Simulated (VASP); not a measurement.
# Ta2N (P-1) in VASP: single point with PBE

Aim: the single point of Ta2N with PBE.

Everything below comes from runs of VASP 6.6.1. Logs are shortened: lines on timing, memory, paths and dates and some standing lists are left out, and cuts for length are marked.

## 1. The cell of the first run

The typed cell holds 3 atoms: a = 3.146 Å, b = 3.153 Å, c = 5.248 Å, α = 89.25°, β = 92.59°, γ = 118.88°.

## 2. Single point, PBE (strained and its atoms moved)

File INCAR:

```
SYSTEM = Ta2N
PREC = Accurate
ENCUT = 520
EDIFF = 1E-6
ISMEAR = 0
SIGMA = 0.1
LREAL = .False.
LASPH = .True.
NELM = 60
ALGO = Normal
ISIF = 2
LWAVE = .False.
LCHARG = .False.
GGA = PE
NBANDS = 20
```

File KPOINTS:

```
regular mesh
0
Gamma
  14 14 8
  0 0 0
```

File POSCAR:

```
Ta2N
1.0
    3.1452041370      0.0286071972     -0.0732145026
   -1.5478275090      2.7469410261      0.0217802570
   -0.1145386603     -0.0267841255      5.2464258045
Ta N
2 1
Direct
    0.6530921638      0.2401946732      0.7161346920
    0.3469078362      0.7598053268      0.2838653080
    0.0000000000      0.0000000000      0.0000000000
```

Potentials or basis: VASP PAW PBE potentials, release 64 (Ta_pv, N).

On the command line:

```
> cat potpaw_PBE.64/Ta_pv/POTCAR potpaw_PBE.64/N/POTCAR > POTCAR
> mpirun -np 1 vasp_std > vasp.out
```

OUTCAR:

```text
SYSTEM = Ta2N
   PREC = Accurate
   ENCUT = 520
   EDIFF = 1E-6
   ISMEAR = 0
   LREAL = .False.
   LASPH = .True.
   NELM = 60
   ISIF = 2
   GGA = PE

 ion  position               nearest neighbor table
   1  0.653  0.240  0.716-   3 2.15   3 2.40   3 2.56   2 2.62   2 3.08   2 3.16   2 3.29   2 3.52

   2  0.347  0.760  0.284-   3 2.15   3 2.40   3 2.56   1 2.62   1 3.08   1 3.16   1 3.29   1 3.52

   3  0.000  0.000  0.000-   1 2.15   2 2.15   1 2.40   2 2.40   1 2.56   2 2.56

  LATTYP: Found a triclinic cell.
 ALAT       =     3.1461862307
 B/A-ratio  =     1.0021919520
 C/A-ratio  =     1.6679700161
 COS(alpha) =     0.0131737374
 COS(beta)  =     0.0451308876
 COS(gamma) =     0.4829794932

  Lattice vectors:

 A1 = (   3.1452041370,   0.0286071972,  -0.0732145026)
 A2 = (   1.5478275090,  -2.7469410261,  -0.0217802570)
 A3 = (   0.1145386603,   0.0267841255,  -5.2464258045)

Analysis of symmetry for initial positions (statically):
=====================================================================
 Subroutine PRICEL returns:
 Original cell was already a primitive cell.

 Routine SETGRP: Setting up the symmetry group for a
 triclinic supercell.

 Subroutine GETGRP returns: Found  2 space group operations
 (whereof  2 operations were pure point group operations)
 out of a pool of  2 trial point group operations.

The static configuration has the point symmetry S_2 .

Analysis of symmetry for dynamics (positions and initial velocities):
=====================================================================
 Subroutine PRICEL returns:
 Original cell was already a primitive cell.

 Routine SETGRP: Setting up the symmetry group for a
 triclinic supercell.

 Subroutine GETGRP returns: Found  2 space group operations
 (whereof  2 operations were pure point group operations)
 out of a pool of  2 trial point group operations.

The dynamic configuration has the point symmetry S_2 .

 Subroutine INISYM returns: Found  2 space group operations
 (whereof  2 operations are pure point group operations),
 and found     1 'primitive' translations

----------------------------------------------------------------------------------------

                                     Primitive cell

  volume of cell :      45.5355

  direct lattice vectors                    reciprocal lattice vectors
     3.145204137  0.028607197 -0.073214503     0.316504877  0.178279995  0.007820013
    -1.547827509  2.746941026  0.021780257    -0.003252947  0.362194260  0.001778062
    -0.114538660 -0.026784125  5.246425805     0.004430368  0.000984289  0.190707703
[... 79 lines left out ...]
   ICHARG =      2    charge: 1-file 2-atom 10-const
   ISPIN  =      1    spin polarized calculation?
   LNONCOLLINEAR =      F non collinear calculations
   LSORBIT =      F    spin-orbit coupling
   LASPH  =      T    aspherical Exc in radial PAW
   ENCUT  =  520.0 eV  38.22 Ry    6.18 a.u.   5.85  5.86  9.76*2*pi/ulx,y,z
   NELM   =     60;   NELMIN=  2; NELMDL= -5     # of ELM steps
   EDIFF  = 0.1E-05   stopping-criterion for ELM
   LREAL  =      F    real-space projection
[... 7 lines left out ...]
   TEBEG  =    0.0;   TEEND  =   0.0 temperature during run
   PSTRESS=    0.0 pullay stress
   NELECT =      27.0000    total number of electrons
   NUPDOWN=      -1.0000    fix difference up-down
   EMIN   =  10.00;   EMAX   =-10.00  energy-range for DOS
   EFERMI =   0.00;   METHOD = LEGACY
   ISMEAR =     0;   SIGMA  =   0.10  broadening in eV -4-tet -1-fermi 0-gaus
   EFERMI_NEDOS =   21; number of points for ismear=-14 and -15
   IALGO  =     38    algorithm
   IMIX   =      4    mixing-type and parameters
     AMIX     =   0.40;   BMIX     =  1.00
     AMIX_MAG =   1.60;   BMIX_MAG =  1.00
  volume/ion in A,a.u.               =      15.18       102.43
  Fermi-wavevector in a.u.,A,eV,Ry     =   1.375348  2.599032 25.736553  1.891583
  Thomas-Fermi vector in A             =   2.500692
   LORBIT       =      0    0 simple, 1 ext, 2 COOP (PROOUT), +10 PAW based schemes
   GGA     = PE    functional components
   LHFCALC =     F    Hartree Fock is set to
   AEXX    =    0.0000 exact exchange contribution
   IVDW    =     0    specifies the selected vdW correction
   LEPSILON=     F    determine dielectric tensor
   LRPA    =     F    only Hartree local field effects (RPA)
 non-spin polarized calculation
 Gauss-broadening in eV      SIGMA  =   0.10
  energy-cutoff  :      520.00
  volume of cell :       45.54
 maximum number of plane-waves:      1242
   NGX = 11   NGY = 11   NGZ = 19

 number of electron      27.0000000 magnetization

 Free energy of the ion-electron system (eV)
  ---------------------------------------------------
  ext. energy  EPLUGINS =         0.00000000
  ---------------------------------------------------
  free energy    TOTEN  =       -33.29880895 eV

  energy without entropy =      -33.28825988  energy(sigma->0) =      -33.29353442

 E-fermi :   6.0617     XC(G=0): -12.2536

 val. band max:        6.0601171007   @ k =   0.0714  -0.1429   0.1250
 cond. band min:       6.0625970988   @ k =   0.2143  -0.0714   0.3750
 fundamental gap:      0.0024799982
 Fermi energy:         6.0617050567

 k-point     1 :       0.0000    0.0000    0.0000
  band No.  band energies     occupation
      1     -29.2825      2.00000
      2     -28.7111      2.00000
      3     -28.6602      2.00000
      4     -28.6217      2.00000
      5     -28.6147      2.00000
      6     -28.2598      2.00000
[... 541 lines left out ...]
     19       9.4630      0.00000
     20       9.8666      0.00000

 [... further k-points ...]

------------------------ aborting loop because EDIFF is reached ----------------------------------------

  FORCE on cell =-STRESS in cart. coord.  units (eV):
  Direction    XX          YY          ZZ          XY          YZ          ZX
  --------------------------------------------------------------------------------------
  -------------------------------------------------------------------------------------
  Total       -6.0107462     -3.1900115     -5.0574365     -0.5386902      1.9046167      1.4650937
  in kB     -211.4895590   -112.2413252   -177.9471262    -18.9539464     67.0143976     51.5496745
  external PRESSURE =    -167.2260035 kB  Pullay stress =       0.0000000 kB

 VOLUME and BASIS-vectors are now :
 -----------------------------------------------------------------------------
  energy-cutoff  :      520.00
  volume of cell :       45.54
      direct lattice vectors                 reciprocal lattice vectors
     3.145204137  0.028607197 -0.073214503     0.316504877  0.178279995  0.007820013
    -1.547827509  2.746941026  0.021780257    -0.003252947  0.362194260  0.001778062
    -0.114538660 -0.026784125  5.246425805     0.004430368  0.000984289  0.190707703

 POSITION                                       TOTAL-FORCE (eV/Angst)
 -----------------------------------------------------------------------------------
      1.60030      0.65930      3.71456        -0.189157      0.997830      2.769321
     -0.11747      2.08946      1.48043         0.189157     -0.997830     -2.769321
      0.00000      0.00000      0.00000         0.000000      0.000000      0.000000
 -----------------------------------------------------------------------------------
    total drift:                               -0.000000     -0.000000      0.000000

  FREE ENERGIE OF THE ION-ELECTRON SYSTEM (eV)
  ---------------------------------------------------
  free  energy   TOTEN  =       -33.2988089515 eV

  energy  without entropy=      -33.2882598809  energy(sigma->0) =      -33.29353442
```

Run time: 14 min. Hardware: 1 thread of AMD EPYC 7R43 (Zen 3), shared host; peak memory 0.64 GiB.

Results:

* Free energy: -33.2988 eV
* Pressure: -16.7 GPa
* Largest force: 2.950 eV/Å
* Band gap on the k mesh: zero (an odd number of electrons rules out a gap without spin polarisation)

Forces on the atoms (eV/Å):
```
Ta  -0.189  0.998  2.769
Ta   0.189 -0.998 -2.769
N    0.000  0.000  0.000
```

Levels at points of the mesh, in eV from the Fermi level:
```csv
k point,band 10,band 11,band 12,band 13,band 14,band 15,band 16,band 17
"(0.00, 0.00, 0.00)",-4.01,-3.65,-1.19,-0.47,-0.19,0.44,0.70,1.15
"(0.50, 0.00, 0.00)",-4.15,-3.66,-2.25,-0.64,-0.08,1.97,3.47,3.78
"(0.00, 0.50, 0.00)",-4.62,-3.58,-1.95,-1.68,1.41,2.15,2.33,4.05
"(0.50, 0.50, 0.00)",-4.07,-3.82,-2.32,-1.08,0.21,2.78,3.09,3.88
"(0.00, 0.00, 0.50)",-3.54,-3.45,-1.91,-0.51,-0.17,0.55,1.37,1.80
"(0.50, 0.00, 0.50)",-4.44,-3.04,-2.18,-1.54,-0.36,1.79,3.67,3.74
"(0.00, 0.50, 0.50)",-4.41,-2.53,-1.89,-1.27,-0.21,0.54,3.56,4.10
"(0.50, 0.50, 0.50)",-4.05,-3.33,-2.26,-1.36,-1.04,1.37,3.87,4.13
```

Caveat: the cell differs from its parent crystal (strained and its atoms moved); the cell stands under tension; spin-orbit coupling is left out, which moves the levels of the heavy elements; forces of over 1 eV/Å act on the atoms, so gaps and moduli don't describe the material at rest.
